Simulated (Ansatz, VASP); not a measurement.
# TiGePd3: VASP beside Ansatz

INCAR

```
SYSTEM = TiGePd3
ALGO = Fast ; EDIFF = 1E-6
EDIFFG = -0.04 ; ENCUT = 600
GGA = PE ; IBRION = 2
ISIF = 3 ; ISMEAR = 0
LASPH = .TRUE. ; LCHARG = .FALSE.
LREAL = .FALSE. ; LWAVE = .FALSE.
NELM = 100 ; NSW = 90
PREC = Accurate ; SIGMA = 0.1
```

File KPOINTS:

```
k-points
0
G
  4 4 4
  0 0 0
```

The input POSCAR:

```
TiGePd3
1.0
    4.0013978000      0.0000000000      0.0000000000
    0.0000000000      4.0013978000      0.0000000000
    0.0000000000      0.0000000000      5.1392530900
Ti Ge Pd
1 1 3
Direct
    0.0000000000      0.0000000000      0.5000000000
    0.5000000000      0.5000000000      0.5000000000
    0.0000000000      0.5000000000      0.5000000000
    0.5000000000      0.0000000000      0.5000000000
    0.5000000000      0.5000000000      0.0000000000
```

Input for Ansatz:

```yaml
crystal:
  lattice:
    - [4.0013978, 0.0, 0.0]
    - [0.0, 4.0013978, 0.0]
    - [0.0, 0.0, 5.13925309]
  atoms:
    - { symbol: Ti, position: [0.0, 0.0, 0.5] }
    - { symbol: Ge, position: [0.5, 0.5, 0.5] }
    - { symbol: Pd, position: [0.0, 0.5, 0.5] }
    - { symbol: Pd, position: [0.5, 0.0, 0.5] }
    - { symbol: Pd, position: [0.5, 0.5, 0.0] }
basis:
  ecutwfc: 420
kpoints:
  mp_grid: { grid: [4, 4, 4] }
hamiltonian:
  xc: pbe
scf:
  occupations: { method: gaussian, width: 0.1 }
  lower_state_search: "off"
output:
  forces: true
  stress: true
  eigenvalues: true
relax:
  adjacent_minimum: "off"
  f_tol: 0.04
  max_steps: 70
  cell: { stress_tol: 0.4 }
```

Alike in both runs: task relaxation of cell and atoms; functional PBE; k mesh 4 × 4 × 4; occupations gaussian, width 0.1 eV; no spin polarisation.

|  | VASP | Ansatz |
| --- | --- | --- |
| version | VASP 6.6.1 | Ansatz 0.2.0 |
| potentials or method | VASP PAW PBE potentials, release 64 (Ti_sv, Ge_d, Pd), cutoff 600 eV | scalar-relativistic, plane waves, PAW |
| valence electrons in the cell | 56 | 80 |

```csv
,VASP,Ansatz,Ansatz less VASP
"gap on the k mesh at the Fermi level, each at its own relaxed structure (eV)",none,none,-
relaxed volume (Å³/atom),23.08,23.11,+0.021
relaxed cell length with the largest relative difference (Å),4.942,4.947,+0.0044
```

A gap of «none» marks a metal or a gap that the smearing closes. VASP's potentials hold 56 valence electrons a cell and Ansatz's 80, so a difference there can come from the potentials and not from the codes.

The k mesh is coarse, so the values compare programs but aren't converged. Noted on VASP's run: the volume moved by over 15 % at a fixed basis, so the end points are rough.
